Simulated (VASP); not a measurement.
## Ti8HO16 (a cell with a defect): single point with r2SCAN

Ti8HO16 (a cell with a defect):

```
CELL_PARAMETERS angstrom
4.59645 -4.59645 0.00000
-4.59645 -4.59645 0.00000
0.00000 4.59645 -5.90811
ATOMIC_POSITIONS crystal
Ti 0.73002 0.24672 0.49938
Ti 0.52338 0.01372 0.01128
Ti 0.26196 0.75240 0.48869
Ti 0.98053 0.49744 0.00058
Ti 0.12470 0.12859 0.24996
Ti 0.90145 0.88262 0.74997
Ti 0.62454 0.62852 0.24998
Ti 0.34719 0.35796 0.74998
O 0.63797 0.92975 0.24916
O 0.43952 0.66421 0.74998
O 0.13882 0.43057 0.25083
O 0.88921 0.18408 0.75001
O 0.05235 0.26677 0.50138
O 0.80945 0.02042 0.00269
O 0.55678 0.76775 0.49732
O 0.30098 0.51538 0.99862
O 0.19941 0.98259 0.99815
O 0.95129 0.73443 0.50186
O 0.69378 0.48086 0.00292
O 0.44085 0.22793 0.49709
O 0.61279 0.32016 0.25075
O 0.36068 0.06269 0.75000
O 0.11207 0.81941 0.24926
O 0.82872 0.57812 0.74999
H 0.59717 0.63272 0.74999
```

```json
{
  "Program": "VASP 6.6.1",
  "Task": "single point",
  "Functional": "r2SCAN",
  "Potentials or basis": "VASP PAW PBE potentials, release 64 (Ti_sv, O, H)",
  "Cutoff": "520 eV",
  "k mesh": "2 × 2 × 2",
  "Occupations": "gaussian, width 0.02 eV",
  "Spin": "no spin polarisation",
  "Dipole correction": "no",
  "Charge": "1",
  "Further INCAR settings": "LREAL = Auto; ALGO = Normal; EDIFF = 1e-06; NBANDS = 114; NELECT = 192.0"
}
```

```json
{"Largest force": "0.780 eV/Å"}
```

Forces in eV/Å, atoms in the order of the input:
```
Ti   0.009 -0.148 -0.160
Ti  -0.100  0.064 -0.035
Ti  -0.100  0.072  0.030
Ti   0.016 -0.143  0.153
Ti  -0.044 -0.066  0.007
Ti  -0.001  0.202  0.007
Ti  -0.044 -0.068 -0.001
Ti   0.185  0.000 -0.003
O    0.047  0.016 -0.002
O    0.039  0.007 -0.002
O    0.046  0.015  0.002
O    0.077  0.054  0.001
O   -0.044  0.063  0.068
O    0.074 -0.008  0.069
O    0.074 -0.005 -0.070
O   -0.044  0.060 -0.069
O    0.096 -0.100 -0.061
O    0.099 -0.101  0.061
O   -0.035  0.036  0.059
O   -0.032  0.035 -0.059
O   -0.050 -0.070 -0.049
O    0.031  0.025 -0.001
O   -0.050 -0.072  0.051
O    0.434 -0.245  0.001
H   -0.683  0.377  0.001
```

Levels at points of the mesh, in eV from the Fermi level:
| k point | band 92 | band 93 | band 94 | band 95 | band 96 | band 97 | band 98 | band 99 | band 100 | band 101 |
| --- | --- | --- | --- | --- | --- | --- | --- | --- | --- | --- |
| (0.00, 0.00, 0.00) | -1.25 | -0.65 | -0.58 | -0.43 | -0.13 | 2.45 | 2.72 | 2.90 | 3.01 | 3.03 |
| (0.50, 0.00, 0.00) | -0.95 | -0.88 | -0.81 | -0.63 | -0.54 | 2.55 | 2.68 | 2.75 | 2.83 | 2.95 |
| (0.00, 0.50, 0.50) | -1.02 | -0.94 | -0.72 | -0.61 | -0.51 | 2.62 | 2.70 | 2.81 | 2.83 | 2.98 |
| (0.50, 0.00, 0.50) | -0.95 | -0.88 | -0.81 | -0.63 | -0.54 | 2.55 | 2.68 | 2.75 | 2.83 | 2.95 |
| (0.00, 0.50, 0.00) | -1.02 | -0.93 | -0.72 | -0.61 | -0.51 | 2.62 | 2.70 | 2.81 | 2.83 | 2.98 |
| (0.50, 0.50, 0.00) | -0.87 | -0.85 | -0.67 | -0.57 | -0.49 | 2.53 | 2.61 | 2.89 | 2.96 | 2.98 |
| (0.50, 0.50, 0.50) | -0.84 | -0.77 | -0.74 | -0.73 | -0.69 | 2.46 | 2.49 | 2.89 | 2.98 | 3.08 |
| (0.00, 0.00, 0.50) | -1.11 | -0.87 | -0.71 | -0.56 | -0.43 | 2.45 | 2.54 | 2.79 | 2.94 | 2.97 |

Wall time 40 min on 1 thread of Oxide Virtual Turin-like Processor, on a shared host, peak memory 0.43 GiB.

Caveat: the k points lie up to 0.55 Å⁻¹ apart; the cell carries a net charge on a neutralising background, which shifts energy and pressure; the cell is charged against a uniform background, so pressure and absolute levels hang on convention; the PAW data sets were made with another functional, which shifts forces and pressure a little.
